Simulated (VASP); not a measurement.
Input of a VASP 6.6.1 run:

INCAR

```
ALGO = Normal ; DIPOL = 0.5 0.5 0.310
EDIFF = 1E-7 ; ENCUT = 520
GGA = PE ; IDIPOL = 3
ISIF = 2 ; ISMEAR = 0
IVDW = 12 ; LASPH = T
LCHARG = F ; LDIPOL = T
LREAL = F ; LWAVE = F
NBANDS = 70 ; NELM = 100
PREC = Accurate ; SIGMA = 0.1
```

KPOINTS

```
k-points
0
Gamma
  5 7 1
```

The input POSCAR:

```
HRh8
1.0
    5.3650160441      0.0000000000      0.0000000000
    0.0000000000      3.7936392259      0.0000000000
    0.0000000000      0.0000000000     21.2400770646
Rh H
8 1
Direct
    0.2500000000      0.5000000000      0.1883232338
    0.7500000000      0.5000000000      0.1883232338
    0.0000000000      0.0000000000      0.2514705570
    0.5000000000      0.0000000000      0.2514705570
    0.2500000000      0.5000000000      0.3153506346
    0.7500000000      0.5000000000      0.3153506346
    0.0000000000      0.0000000000      0.3738252475
    0.5000000000      0.0000000000      0.3738252475
    0.1666666667      0.5000000000      0.5291919154
```

Potentials or basis: VASP PAW PBE potentials, release 64 (Rh_pv, H).

Run with:

```bash
$ cat potpaw_PBE.64/Rh_pv/POTCAR potpaw_PBE.64/H/POTCAR > POTCAR
$ mpirun -np 1 vasp_std > vasp.out
```

Problem. Estimate the largest force.

Solution. 0.628 eV/Å.

Problem. Predict the dispersion energy per atom.

Solution. -0.344 eV.

Forces on the atoms (eV/Å):
```
Rh  -0.006  0.000  0.628
Rh   0.001  0.000  0.627
Rh  -0.006  0.000 -0.550
Rh   0.010  0.000 -0.527
Rh   0.012  0.000 -0.092
Rh  -0.011  0.000 -0.063
Rh   0.082  0.000  0.327
Rh  -0.057  0.000  0.110
H   -0.025  0.000 -0.459
```
